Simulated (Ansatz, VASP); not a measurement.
Two plane-wave programs on Hf

INCAR

```
SYSTEM = Hf
PREC = Accurate ; ENCUT = 500
EDIFF = 1E-6 ; ISMEAR = 0
SIGMA = 0.15 ; LREAL = .False.
LASPH = .True. ; NELM = 120
ALGO = Normal ; ISIF = 2
LWAVE = .False. ; LCHARG = .False.
GGA = PE ; NBANDS = 17
GGA_COMPAT = .False.
```

File KPOINTS:

```
regular mesh
0
Gamma
  18 18 10
  0 0 0
```

Contents of POSCAR:

```
Hf
1.0
    3.2048170381      0.0000000000      0.0000000000
   -1.6024085190      2.7754529695      0.0000000000
    0.0000000000      0.0000000000      5.4731000000
Hf
2
Direct
    0.3333333333      0.6666666667      0.2500000000
    0.6666666667      0.3333333333      0.7500000000
```

Input for Ansatz:

```yaml
crystal:
  lattice:
    - [3.2048170381, 0.0, 0.0]
    - [-1.602408519, 2.7754529695, 0.0]
    - [0.0, 0.0, 5.4731]
  atoms:
    - { symbol: Hf, position: [0.3333333333, 0.6666666667, 0.25] }
    - { symbol: Hf, position: [0.6666666667, 0.3333333333, 0.75] }
basis:
  ecutwfc: 420
kpoints:
  mp_grid: { grid: [18, 18, 10] }
hamiltonian:
  xc: pbe
scf:
  occupations: { method: gaussian, width: 0.15 }
output:
  forces: true
  stress: true
  eigenvalues: true
```

Alike in both runs: task single point; functional PBE; k mesh 18 × 18 × 10; occupations gaussian, width 0.15 eV; no spin polarisation.

```csv
,VASP,Ansatz
version,VASP 6.6.1,Ansatz 0.2.0
potentials or method,"VASP PAW PBE potentials, release 64 (Hf_pv), cutoff 500 eV","scalar-relativistic, plane waves, PAW"
valence electrons in the cell,20,52
```

VASP gave:

| Property | Result |
| --- | --- |
| gap on the k mesh at the Fermi level (eV) | none |
| pressure (GPa) | -7.6 |
| traceless stress, the component that is largest in VASP (GPa) | -5.41 |

Problem. Which values does Ansatz return?

Solution. gap on the k mesh at the Fermi level (eV): none; pressure (GPa): -7.2; traceless stress, the component that is largest in VASP (GPa): -5.42.

A gap of «none» marks a metal or a gap that the smearing closes. VASP's potentials hold 20 valence electrons a cell and Ansatz's 52, so a difference there can come from the potentials and not from the codes.

Spin-orbit coupling is off throughout.
